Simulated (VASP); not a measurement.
Ge:

```xyz
1
Lattice="2.6639 0.0000 0.0000 0.0000 2.6639 0.0000 0.0000 0.0000 2.8628" Properties=species:S:1:pos:R:3 pbc="T T T"
Ge    0.0000    0.0000    0.0000
```

```yaml
Program: VASP 6.6.1
Task: relaxation of cell and atoms
Functional: PBE
Potentials_or_basis: VASP PAW PBE potentials, release 64 (Ge_d)
Cutoff: 600 eV
k_mesh: 6 × 6 × 6
Occupations: gaussian, width 0.1 eV
Spin: no spin polarisation
```

At the start: pressure -1.2 GPa; volume 20.32 Å³/atom.

Question: How do energy, volume and symmetry change on relaxing?

Answer: Over 3 steps the energy falls by 29.9 meV/atom and the volume is 19.82 Å³/atom (-2.4 %); space group Pm-3m (No. 221, to 0.05 Å).

The path:
```csv
step,energy change (eV),largest force (eV/Å),pressure (GPa),volume (Å³)
1,0.0000,0.0000,-1.18,20.32
2,-0.0296,0.0000,0.12,19.86
3,-0.0299,0.0000,0.13,19.82
```

Final structure:
```cif
data_structure
_symmetry_space_group_name_H-M 'P 1'
_symmetry_Int_Tables_number 1
_cell_length_a 2.6956
_cell_length_b 2.6956
_cell_length_c 2.7275
_cell_angle_alpha 90.000
_cell_angle_beta 90.000
_cell_angle_gamma 90.000
_cell_volume 19.82
loop_
_atom_site_label
_atom_site_type_symbol
_atom_site_fract_x
_atom_site_fract_y
_atom_site_fract_z
_atom_site_occupancy
Ge1 Ge 0.00000 0.00000 0.00000 1
```

Caveat: the k points lie up to 0.39 Å⁻¹ apart in the final cell.
